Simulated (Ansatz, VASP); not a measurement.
Mn2Te3S in VASP and in Ansatz

```
CELL_PARAMETERS angstrom
4.65383 0.00000 0.00000
0.00000 7.03816 0.00000
0.00000 0.00000 6.05022
ATOMIC_POSITIONS crystal
Mn 0.00000 0.81917 0.50000
Mn 0.00000 0.18083 0.50000
Te 0.50000 0.00000 0.00000
Te 0.50000 0.50000 0.23917
Te 0.50000 0.50000 0.76083
S 0.00000 0.50000 0.50000
```

Alike in both runs: functional PBE; k mesh 3 × 2 × 2; occupations gaussian, width 0.15 eV; collinear spin.

Ansatz relaxed the structure, and its values are those at the end. VASP's run is a single point on that final structure, the one shown.

|  | VASP | Ansatz |
| --- | --- | --- |
| version | VASP 6.6.1 | Ansatz 0.2.0 |
| potentials or method | VASP PAW PBE potentials, release 64 (Mn_pv, Te, S), cutoff 520 eV | scalar-relativistic, plane waves, PAW |
| valence electrons in the cell | 50 | 84 |

```csv
,VASP,Ansatz,Ansatz less VASP
gap on the k mesh at the Fermi level (eV),none,none,-
pressure (GPa),0.3,0.3,+0.03
rms of the force components (eV/Å),0.010,0.003,-0.0065
net moment per atom (μB),1.51,1.51,+0.001
size of the moment on the site where the two differ most (μB),4.15,3.85,-0.302
```

Site moments also hang on the region over which each program counts them. A gap of «none» marks a metal or a gap that the smearing closes. VASP's potentials hold 50 valence electrons a cell and Ansatz's 84, so a difference there can come from the potentials and not from the codes.

The k mesh is coarse, so the values compare programs but aren't converged. Spin-orbit coupling is off throughout.
